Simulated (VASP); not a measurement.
# Bi (R-3m) in VASP: notebook

Aim: see how the results for Bi move with the level of theory and the settings. Levels: PBE+D3(BJ), PBE+D4, r2SCAN+rVV10, PBE. Tasks: single point.

Everything below comes from runs of VASP 6.6.1. Logs are shortened: lines on timing, memory, paths and dates and some standing lists are left out, and cuts for length are marked.

**1. The cell of the first run**

It takes space group R-3m (No. 166, trigonal). Conventional cell: a = 4.526 Å, b = 4.526 Å, c = 11.793 Å, α = 90.00°, β = 90.00°, γ = 120.00°. Within 4.0 Å of Bi (site symmetry 3m) lie 6 Bi at 3.07 to 3.49 Å.

**2. Single point, PBE+D3(BJ)**

INCAR reads:

```
PREC     = Accurate       # precision mode
ENCUT    = 520            # plane-wave cutoff, eV
EDIFF    = 1E-6           # SCF threshold, eV
ISMEAR   = -1             # smearing method
SIGMA    = 0.02           # smearing width, eV
LREAL    = False          # projectors in reciprocal space
LASPH    = True           # aspherical terms in the spheres
NELM     = 100            # most SCF steps
ALGO     = Normal         # electronic algorithm
ISIF     = 2              # what is computed and relaxed
LWAVE    = False          # write WAVECAR
LCHARG   = False          # write CHGCAR
GGA      = PE             # functional
IVDW     = 12             # dispersion correction
NBANDS   = 22             # bands
```

KPOINTS reads:

```
Automatic mesh
0
Gamma
  6 6 6
```

POSCAR reads:

```
Bi
1.0
    2.2631390234      1.3066239244      3.9308538311
   -2.2631390234      1.3066239244      3.9308538311
    0.0000000000     -2.6132478488      3.9308538311
Bi
2
Direct
    0.2353105711      0.2353105711      0.2353105711
    0.7646894289      0.7646894289      0.7646894289
```

Potentials or basis: VASP PAW PBE potentials, release 64 (Bi_d).

Run with:

```bash
cat potpaw_PBE.64/Bi_d/POTCAR > POTCAR
mpirun -np 1 vasp_std > vasp.out
```

OUTCAR:

```text
PREC = Accurate
   ENCUT = 520
   EDIFF = 1E-6
   ISMEAR = -1
   LREAL = False
   LASPH = True
   NELM = 100
   ISIF = 2
   GGA = PE
   IVDW = 12
 IVDW          = 12

 ion  position               nearest neighbor table
   1  0.235  0.235  0.235-   2 3.07   2 3.07   2 3.07   2 3.49   2 3.49   2 3.49
   2  0.765  0.765  0.765-   1 3.07   1 3.07   1 3.07   1 3.49   1 3.49   1 3.49

  LATTYP: Found a trigonal (rhomboedric) cell.
 ALAT       =     4.7202411125
 COS(alpha) =     0.5402475039

  Lattice vectors:

 A1 = (   2.2631390234,   1.3066239244,   3.9308538311)
 A2 = (  -2.2631390234,   1.3066239244,   3.9308538311)
 A3 = (   0.0000000000,  -2.6132478488,   3.9308538311)

Analysis of symmetry for initial positions (statically):
=====================================================================
 Subroutine PRICEL returns:
 Original cell was already a primitive cell.

 Routine SETGRP: Setting up the symmetry group for a
 trigonal (rhombohedral) supercell.

 Subroutine GETGRP returns: Found 12 space group operations
 (whereof 12 operations were pure point group operations)
 out of a pool of 12 trial point group operations.

The static configuration has the point symmetry D_3d.
[... 5 lines left out ...]

 Routine SETGRP: Setting up the symmetry group for a
 trigonal (rhombohedral) supercell.

 Subroutine GETGRP returns: Found 12 space group operations
 (whereof 12 operations were pure point group operations)
 out of a pool of 12 trial point group operations.

The dynamic configuration has the point symmetry D_3d.

 Subroutine INISYM returns: Found 12 space group operations
 (whereof 12 operations are pure point group operations),
 and found     1 'primitive' translations

----------------------------------------------------------------------------------------

                                     Primitive cell

  volume of cell :      69.7429

  direct lattice vectors                    reciprocal lattice vectors
     2.263139023  1.306623924  3.930853831     0.220932075  0.127555193  0.084799219
    -2.263139023  1.306623924  3.930853831    -0.220932075  0.127555193  0.084799219
     0.000000000 -2.613247849  3.930853831     0.000000000 -0.255110386  0.084799219

  length of vectors
     4.720241113  4.720241113  4.720241113     0.268834924  0.268834924  0.268834924

  position of ions in fractional coordinates (direct lattice)
     0.235310571  0.235310571  0.235310571
     0.764689429  0.764689429  0.764689429

  ion indices of the primitive-cell ions
   primitive index   ion index
                 1           1
                 2           2

----------------------------------------------------------------------------------------

 KPOINTS: Automatic mesh

Automatic generation of k-mesh.
 Grid dimensions read from file:
 generate k-points for:    6    6    6

 Generating k-lattice:

  Cartesian coordinates                     Fractional coordinates (reciprocal lattice)
     0.036822012  0.021259199  0.014133203     0.166666667  0.000000000  0.000000000
    -0.036822012  0.021259199  0.014133203     0.000000000  0.166666667  0.000000000
     0.000000000 -0.042518398  0.014133203     0.000000000  0.000000000  0.166666667

  Length of vectors
     0.044805821  0.044805821  0.044805821

  Shift w.r.t. Gamma in fractional coordinates (k-lattice)
     0.000000000  0.000000000  0.000000000

 Subroutine IBZKPT returns following result:
 ===========================================

 Found     32 irreducible k-points:

 Following reciprocal coordinates:
            Coordinates               Weight
  0.000000  0.000000  0.000000      1.000000
  0.166667  0.000000  0.000000      6.000000
  0.333333  0.000000  0.000000      6.000000
  0.500000 -0.000000  0.000000      3.000000
  0.166667  0.166667  0.000000      6.000000
  0.333333  0.166667  0.000000     12.000000
[... 16 lines left out ...]
  0.500000  0.500000  0.166667      6.000000
 -0.333333  0.500000  0.166667     12.000000
 [... further k-points ...]
   k-points           NKPTS =     32   k-points in BZ     NKDIM =     32   number of bands    NBANDS=     22
   number of dos      NEDOS =    301   number of ions     NIONS =      2
   total plane-waves  NPLWV =  46656
   dimension x,y,z NGX =    36 NGY =   36 NGZ =   36
   dimension x,y,z NGXF=    72 NGYF=   72 NGZF=   72
   ions per type =               2
   NGX,Y,Z   is equivalent  to a cutoff of  12.68, 12.68, 12.68 a.u.
   NGXF,Y,Z  is equivalent  to a cutoff of  25.36, 25.36, 25.36 a.u.
 SYSTEM =  unknown system
   PREC   = accura    normal or accurate (medium, high low for compatibility)
   ISTART =      0    job   : 0-new  1-cont  2-samecut
   ICHARG =      2    charge: 1-file 2-atom 10-const
   ISPIN  =      1    spin polarized calculation?
   LNONCOLLINEAR =      F non collinear calculations
   LSORBIT =      F    spin-orbit coupling
   LASPH  =      T    aspherical Exc in radial PAW
[... 30 lines left out ...]
   IVDW    =    12    specifies the selected vdW correction
   LEPSILON=     F    determine dielectric tensor
   LRPA    =     F    only Hartree local field effects (RPA)
 non-spin polarized calculation
  energy-cutoff  :      520.00
  volume of cell :       69.74
 maximum number of plane-waves:      1925
   NGX = 17   NGY = 17   NGZ = 17

 number of electron      30.0000000 magnetization

 Free energy of the ion-electron system (eV)
  ---------------------------------------------------
  ext. energy  EPLUGINS =         0.00000000
  ---------------------------------------------------
  free energy    TOTEN  =        -7.77123810 eV

  energy without entropy =       -7.77023863  energy(sigma->0) =       -7.77073837

 E-fermi :   6.3525     XC(G=0):  -9.5775

 val. band max:        6.3482656807   @ k =  -0.3333   0.5000   0.3333
 cond. band min:       6.8806837399   @ k =   0.5000  -0.0000   0.0000
 fundamental gap:      0.5324180592
 Fermi energy:         6.3525473288

 k-point     1 :       0.0000    0.0000    0.0000
  band No.  band energies     occupation
      1     -16.5019      2.00000
      2     -16.5019      2.00000
      3     -16.3491      2.00000
      4     -16.3491      2.00000
      5     -16.3365      2.00000
      6     -16.1625      2.00000
[... 14 lines left out ...]
     21      12.2055      0.00000
     22      12.6021      0.00000

 k-point     2 :       0.1667    0.0000    0.0000
  band No.  band energies     occupation
      1     -16.4808      2.00000
      2     -16.4757      2.00000
      3     -16.3403      2.00000
      4     -16.3339      2.00000
      5     -16.3226      2.00000
      6     -16.1757      2.00000
[... 14 lines left out ...]
     21      12.5773      0.00000
     22      14.4275      0.00000

 k-point     3 :       0.3333    0.0000    0.0000
  band No.  band energies     occupation
      1     -16.4294      2.00000
      2     -16.4046      2.00000
      3     -16.3217      2.00000
      4     -16.2945      2.00000
      5     -16.2830      2.00000
      6     -16.2187      2.00000
[... 14 lines left out ...]
     21      13.9821      0.00000
     22      16.7867      0.00000

 k-point     4 :       0.5000   -0.0000    0.0000
  band No.  band energies     occupation
      1     -16.3945      2.00000
      2     -16.3286      2.00000
      3     -16.3098      2.00000
      4     -16.2896      2.00000
      5     -16.2539      2.00000
      6     -16.2400      2.00000
[... 14 lines left out ...]
     21      15.5844      0.00000
     22      15.8101      0.00000

 k-point     5 :       0.1667    0.1667    0.0000
  band No.  band energies     occupation
      1     -16.4985      2.00000
      2     -16.4486      2.00000
      3     -16.3496      2.00000
      4     -16.3257      2.00000
      5     -16.3154      2.00000
      6     -16.1816      2.00000
[... 417 lines left out ...]
 k-point    22 :      -0.1667    0.3333    0.1667
  band No.  band energies     occupation
      1     -16.4600      2.00000
      2     -16.3366      2.00000
      3     -16.3222      2.00000
      4     -16.2860      2.00000
      5     -16.2632      2.00000
      6     -16.2382      2.00000
[... 14 lines left out ...]
     21      14.9643      0.00000
     22      15.6251      0.00000

 k-point    23 :       0.5000    0.5000    0.1667
  band No.  band energies     occupation
      1     -16.4702      2.00000
      2     -16.3679      2.00000
      3     -16.3476      2.00000
      4     -16.2747      2.00000
      5     -16.2674      2.00000
      6     -16.2183      2.00000
[... 14 lines left out ...]
     21      15.8030      0.00000
     22      16.7620      0.00000

 k-point    24 :      -0.3333    0.5000    0.1667
  band No.  band energies     occupation
      1     -16.4576      2.00000
      2     -16.3658      2.00000
      3     -16.3337      2.00000
      4     -16.2831      2.00000
      5     -16.2460      2.00000
      6     -16.2366      2.00000
[... 14 lines left out ...]
     21      16.4599      0.00000
     22      16.8062      0.00000

 [... further k-points ...]

------------------------ aborting loop because EDIFF is reached ----------------------------------------

 Edisp (eV)   -0.91561

 E8    (eV) :    -0.4549

  FORCE on cell =-STRESS in cart. coord.  units (eV):
  Direction    XX          YY          ZZ          XY          YZ          ZX
  --------------------------------------------------------------------------------------
  -------------------------------------------------------------------------------------
  Total      -0.01977    -0.01977    -0.03635     0.00000    -0.00000     0.00000
  in kB      -0.45411    -0.45411    -0.83509     0.00000    -0.00000     0.00000
  external pressure =       -0.58 kB  Pullay stress =        0.00 kB

 VOLUME and BASIS-vectors are now :
 -----------------------------------------------------------------------------
  energy-cutoff  :      520.00
  volume of cell :       69.74
      direct lattice vectors                 reciprocal lattice vectors
     2.263139023  1.306623924  3.930853831     0.220932075  0.127555193  0.084799219
    -2.263139023  1.306623924  3.930853831    -0.220932075  0.127555193  0.084799219
     0.000000000 -2.613247849  3.930853831     0.000000000 -0.255110386  0.084799219

 POSITION                                       TOTAL-FORCE (eV/Angst)
 -----------------------------------------------------------------------------------
      0.00000      0.00000      2.77491         0.000000     -0.000000      0.008904
      0.00000      0.00000      9.01765         0.000000      0.000000     -0.008904
 -----------------------------------------------------------------------------------
    total drift:                                0.000000     -0.000000      0.000000

  FREE ENERGIE OF THE ION-ELECTRON SYSTEM (eV)
  ---------------------------------------------------
  free  energy   TOTEN  =        -8.6868434967 eV

  energy  without entropy=       -8.6858440230  energy(sigma->0) =       -8.68634376
```

Run time: 18 s. Hardware: 1 thread of Intel Xeon 6975P-C (Granite Rapids), shared host; peak memory 0.22 GiB.

Results:

| Property | Result |
| --- | --- |
| Free energy | -8.6868 eV |
| Pressure | -0.1 GPa |
| Largest force | 0.009 eV/Å |
| Band gap on the k mesh | zero (band 15 reaches 6.35 eV, above the bottom of band 16 at 6.19 eV) |
| Dispersion energy per atom | -0.458 eV |

Forces in eV/Å, atoms in the order of the input:
```
Bi   0.000  0.000  0.009
Bi   0.000  0.000 -0.009
```

Caveat: spin-orbit coupling is left out, which moves the levels of the heavy elements; pairwise dispersion overbinds metals, which lowers pressure and volume.

**3. Single point, PBE+D4**

This run uses another cell than the first one, of 34.79 Å³/atom, 0.998 times its volume.

INCAR reads:

```
SYSTEM = Bi
PREC = Accurate ; ENCUT = 520
EDIFF = 1E-6 ; ISMEAR = -1
SIGMA = 0.02 ; LREAL = .False.
LASPH = .True. ; NELM = 60
ALGO = Normal ; ISIF = 2
LWAVE = .False. ; LCHARG = .False.
GGA = PE ; IVDW = 13
NBANDS = 22
```

KPOINTS reads:

```
regular mesh
0
Gamma
  6 6 6
  0 0 0
```

POSCAR reads:

```
Bi
1.0
    2.2625612962      1.3062903734      3.9241796847
   -2.2625612962      1.3062903734      3.9241796847
    0.0000000000     -2.6125807468      3.9241796847
Bi
2
Direct
    0.2354220050      0.2354220050      0.2354220050
    0.7645779950      0.7645779950      0.7645779950
```

Potentials or basis: VASP PAW PBE potentials, release 64 (Bi_d).

Run with:

```bash
cat potpaw_PBE.64/Bi_d/POTCAR > POTCAR
mpirun -np 1 vasp_std > vasp.out
```

Wall time 17 s (1 thread of Intel Xeon 6975P-C (Granite Rapids), shared host); peak memory 0.21 GiB.

It converged, with:

* Free energy: -8.7662 eV
* Pressure: 0.0 GPa
* Largest force: 0.006 eV/Å
* Band gap on the k mesh: zero (band 15 reaches 6.37 eV, above the bottom of band 16 at 6.21 eV)
* Dispersion energy per atom: -0.499 eV

Forces in eV/Å, atoms in the order of the input:
```
Bi   0.000  0.000  0.006
Bi   0.000  0.000 -0.006
```

Levels at points of the mesh, in eV from the Fermi level:
```tsv
k point	band 12	band 13	band 14	band 15	band 16	band 17	band 18	band 19
(0.00, 0.00, 0.00)	-7.34	-1.44	-1.13	-1.13	2.71	3.09	3.09	5.65
(0.50, 0.00, 0.00)	-10.49	-1.18	-1.02	-0.18	-0.16	0.52	1.00	7.66
(0.50, 0.50, 0.00)	-9.35	-4.69	-3.00	-2.85	2.50	5.07	5.50	6.96
(0.50, 0.50, 0.50)	-9.95	-0.76	-0.47	-0.47	0.71	0.71	0.77	7.21
```

Caveat: spin-orbit coupling is left out, which moves the levels of the heavy elements; pairwise dispersion overbinds metals, which lowers pressure and volume.

**4. Single point, r2SCAN+rVV10**

This run uses another cell than the first one, of 35.62 Å³/atom, 1.021 times its volume.

POSCAR reads:

```
Bi
1.0
    2.2611931464      1.3055004718      4.0217690962
   -2.2611931464      1.3055004718      4.0217690962
    0.0000000000     -2.6110009436      4.0217690962
Bi
2
Direct
    0.2327530106      0.2327530106      0.2327530106
    0.7672469894      0.7672469894      0.7672469894
```

INCAR.step1 reads:

```
  ALGO = Normal
  EDIFF = 1E-4
  ENCUT = 520
  GGA = PE
  ISMEAR = -1
  LASPH = T
  LCHARG = F
  LREAL = F
  LWAVE = T
  NBANDS = 22
  NELM = 100
  PREC = Accurate
  SIGMA = 0.02
```

INCAR.step2 reads:

```
  ALGO = Normal
  BPARAM = 11.95
  CPARAM = 0.0093
  EDIFF = 1E-6
  ENCUT = 520
  ISIF = 2
  ISMEAR = -1
  ISTART = 1
  IVDW_NL = 2
  LASPH = T
  LCHARG = T
  LELF = T
  LMIXTAU = T
  LREAL = F
  LUSE_VDW = T
  LVHAR = T
  LWAVE = F
  METAGGA = R2SCAN
  NBANDS = 22
  NELM = 100
  PREC = Accurate
  SIGMA = 0.02
```

KPOINTS reads:

```
k-points
0
Gamma
  6 6 6
```

Run with:

```bash
cat potpaw_PBE.64/Bi_d/POTCAR > POTCAR
cp INCAR.step1 INCAR
mpirun -np 1 vasp_std > vasp.out
cp INCAR.step2 INCAR
mpirun -np 1 vasp_std > vasp.out
```

Run time: 2.1 min. Hardware: 1 thread of Intel Xeon 6975P-C (Granite Rapids), shared host; peak memory 0.4 GiB.

Results (log left out):

| Property | Result |
| --- | --- |
| Free energy | -116.2105 eV |
| Pressure | 0.1 GPa |
| Largest force | 0.014 eV/Å |
| Band gap on the k mesh | zero (filled and empty bands touch) |

Forces in eV/Å, atoms in the order of the input:
```
Bi   0.000  0.000  0.014
Bi   0.000  0.000 -0.014
```

Levels at points of the mesh, in eV from the Fermi level:
```tsv
k point	band 13	band 14	band 15	band 16	band 17	band 18
(0.00, 0.00, 0.00)	-1.60	-1.19	-1.19	2.59	3.13	3.13
(0.50, 0.00, 0.00)	-1.52	-1.30	-0.19	-0.02	0.73	1.32
(0.50, 0.50, 0.00)	-4.73	-3.09	-2.91	2.63	5.19	5.88
(0.50, 0.50, 0.50)	-0.68	-0.59	-0.59	0.95	0.95	1.06
```

Caveat: the PAW data sets were made with another functional, which shifts forces and pressure a little; spin-orbit coupling is left out, which moves the levels of the heavy elements.

**5. Single point, PBE**

This run uses another cell than the first one, of 35.62 Å³/atom, 1.021 times its volume.

INCAR reads:

```
ALGO     = Normal         # electronic algorithm
EDIFF    = 1E-6           # SCF threshold, eV
ENCUT    = 520            # plane-wave cutoff, eV
GGA      = PE             # functional
ISIF     = 2              # what is computed and relaxed
ISMEAR   = -1             # smearing method
LASPH    = True           # aspherical terms in the spheres
LCHARG   = True           # write CHGCAR
LELF     = True           # ELF
LREAL    = False          # projectors in reciprocal space
LVHAR    = True         
LWAVE    = False          # write WAVECAR
NBANDS   = 22             # bands
NELM     = 80             # most SCF steps
PREC     = Accurate       # precision mode
SIGMA    = 0.02           # smearing width, eV
```

KPOINTS reads:

```
k-points
0
Gamma
  8 8 8
```

POSCAR is that of step 4.

Run with:

```bash
cat potpaw_PBE.64/Bi_d/POTCAR > POTCAR
mpirun -np 1 vasp_std > vasp.out
```

It took 39 s on 1 thread of Intel Xeon 6975P-C (Granite Rapids), shared host; peak memory 0.24 GiB.

Results (log left out):

```yaml
Free_energy: -7.7661 eV
Pressure: 1.8 GPa
Largest_force: 0.225 eV/Å
Band_gap_on_the_k_mesh: zero (band 15 reaches 6.17 eV, above the bottom of band 16 at 5.99 eV)
```

Forces on the atoms (eV/Å):
```
Bi   0.000  0.000  0.225
Bi   0.000  0.000 -0.225
```

Stress tensor (GPa, compression positive):
```
1.92 0.00 0.00
0.00 1.92 0.00
0.00 0.00 1.51
```

Levels at points of the mesh, in eV from the Fermi level:
| k point | band 11 | band 12 | band 13 | band 14 | band 15 | band 16 | band 17 | band 18 | band 19 | band 20 |
| --- | --- | --- | --- | --- | --- | --- | --- | --- | --- | --- |
| (0.00, 0.00, 0.00) | -13.04 | -7.49 | -1.54 | -1.13 | -1.13 | 2.39 | 2.93 | 2.93 | 5.70 | 5.92 |
| (0.50, 0.00, 0.00) | -11.15 | -10.44 | -1.48 | -1.23 | -0.28 | -0.21 | 0.56 | 1.17 | 7.30 | 8.29 |
| (0.50, 0.50, 0.00) | -11.24 | -9.46 | -4.59 | -2.99 | -2.80 | 2.34 | 4.87 | 5.48 | 6.64 | 9.22 |
| (0.50, 0.50, 0.50) | -11.93 | -9.80 | -0.88 | -0.57 | -0.57 | 0.84 | 0.84 | 0.89 | 6.83 | 9.06 |

Caveat: spin-orbit coupling is left out, which moves the levels of the heavy elements.

**6. Overview**

```csv
level,cell,k mesh,gap on the mesh (eV),pressure (GPa),largest force (eV/Å)
PBE+D3(BJ),"a = 4.720 Å, angles 57.3°, 2 atoms",6 × 6 × 6,none,-0.1,0.01
PBE+D4,"a = 4.714 Å, angles 57.4°, 2 atoms",6 × 6 × 6,none,0.0,0.01
r2SCAN+rVV10,"a = 4.795 Å, angles 56.3°, 2 atoms",6 × 6 × 6,none,0.1,0.01
PBE,"a = 4.795 Å, angles 56.3°, 2 atoms",8 × 8 × 8,none,1.8,0.23
```

Alike in all rows: task single point; potentials or basis VASP PAW PBE potentials, release 64 (Bi_d); no spin polarisation; cutoff (eV) 520; smearing fermi-dirac 0.02 eV.

Caveats: spin-orbit coupling is left out, which moves the levels of the heavy elements; pairwise dispersion overbinds metals, which lowers pressure and volume (some runs); the PAW data sets were made with another functional, which shifts forces and pressure a little (some runs).

Total energies depend on the potentials used, so only differences within one code and one set of settings carry meaning.
